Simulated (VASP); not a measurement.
Write the native input for VASP 6.6.1 that does the following.

```
Task                   : single point
Functional             : LDA
Potentials or basis    : VASP PAW LDA potentials, release 64 (Mg, I)
Cutoff                 : 520 eV
k mesh                 : 6 × 6 × 4
Occupations            : gaussian, width 0.05 eV
Spin                   : no spin polarisation
Dipole correction      : no
Further INCAR settings : ALGO = Normal; EDIFF = 1e-06; NBANDS = 15
```

The structure of MgI2 lies in POSCAR:

```
MgI2
1.0
    4.1487106712      0.0000000000      0.0000000000
   -2.0743553356      3.5928888342      0.0000000000
    0.0000000000      0.0000000000      6.8054124713
Mg I
1 2
Direct
    0.0000000000      0.0000000000      0.0000000000
    0.3333333333      0.6666666667      0.7523486881
    0.6666666667      0.3333333333      0.2476513119
```

One way to write it, as run:

INCAR

```
SYSTEM = MgI2
PREC = Accurate ; ENCUT = 520
EDIFF = 1E-6 ; ISMEAR = 0
SIGMA = 0.05 ; LREAL = .False.
LASPH = .True. ; NELM = 100
ALGO = Normal ; ISIF = 2
LWAVE = .False. ; LCHARG = .True.
GGA = CA ; LELF = .True.
LVHAR = .True. ; NBANDS = 15
```

KPOINTS

```
regular mesh
0
Gamma
  6 6 4
  0 0 0
```

Potentials or basis: VASP PAW LDA potentials, release 64 (Mg, I).

The run is started by

```console
$ cat potpaw_LDA.64/Mg/POTCAR potpaw_LDA.64/I/POTCAR > POTCAR
$ mpirun -np 1 vasp_std > vasp.out
```

Results of the run:

```
Pressure               : -1.7 GPa
Largest force          : 0.250 eV/Å
Band gap on the k mesh : 3.30 eV, indirect (least direct gap 3.37 eV)
```

Caveat: spin-orbit coupling is left out, which moves the levels of the heavy elements.

Wall time 15 s on 1 thread of Intel(R) Xeon(R) Platinum 8488C (Sapphire Rapids) (shared host), peak memory 0.2 GiB.
